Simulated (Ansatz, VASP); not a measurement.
Cu: VASP beside Ansatz

The input INCAR:

```
PREC     = Accurate       # precision mode
ENCUT    = 520            # plane-wave cutoff, eV
EDIFF    = 1E-6           # SCF threshold, eV
ISMEAR   = 1              # smearing method
SIGMA    = 0.1            # smearing width, eV
LREAL    = False          # projectors in reciprocal space
LASPH    = True           # aspherical terms in the spheres
NELM     = 80             # most SCF steps
ALGO     = Normal         # electronic algorithm
ISIF     = 2              # what is computed and relaxed
LWAVE    = False          # write WAVECAR
LCHARG   = True           # write CHGCAR
GGA      = PS             # functional
LELF     = True           # ELF
LVHAR    = True         
NBANDS   = 12             # bands
```

File KPOINTS:

```
regular mesh
0
Gamma
  2 10 1
```

File POSCAR:

```
Cu
1.0
   11.5702540000      0.0000000000      0.0000000000
    0.0000000000      2.2382120000      0.0000000000
   -4.5956240000      0.0000000000     21.7433880000
Cu
1
Direct
    0.5000000000      0.5000000000      0.5000000000
```

Input for Ansatz:

```yaml
crystal:
  lattice:
    - [11.570254, 0.0, 0.0]
    - [0.0, 2.238212, 0.0]
    - [-4.595624, 0.0, 21.743388]
  atoms:
    - { symbol: Cu, position: [0.5, 0.5, 0.5] }
basis:
  ecutwfc: 557.833418042754
kpoints:
  mp_grid:
    grid: [2, 10, 1]
hamiltonian:
  xc: pbesol
scf:
  occupations:
    method: cold
output:
  forces: true
  stress: true
```

Alike in both runs: task single point; functional PBEsol; k mesh 2 × 10 × 1; no spin polarisation.

|  | VASP | Ansatz |
| --- | --- | --- |
| version | VASP 6.6.1 | Ansatz 0.2.0 |
| potentials or method | VASP PAW PBE potentials, release 64 (Cu), cutoff 520 eV | plane waves, PAW |
| occupations | methfessel-paxton of order 1, width 0.1 eV | cold |
| valence electrons in the cell | 11 | 19 |

|  | VASP | Ansatz | Ansatz less VASP |
| --- | --- | --- | --- |
| pressure (GPa) | 0.0 | 0.0 | 0.00 |
| traceless stress, the component that is largest in VASP (GPa) | 0.07 | 0.06 | -0.013 |

VASP's potentials were made for PBE, not for PBEsol. VASP's potentials hold 11 valence electrons a cell and Ansatz's 19, so a difference there can come from the potentials and not from the codes.
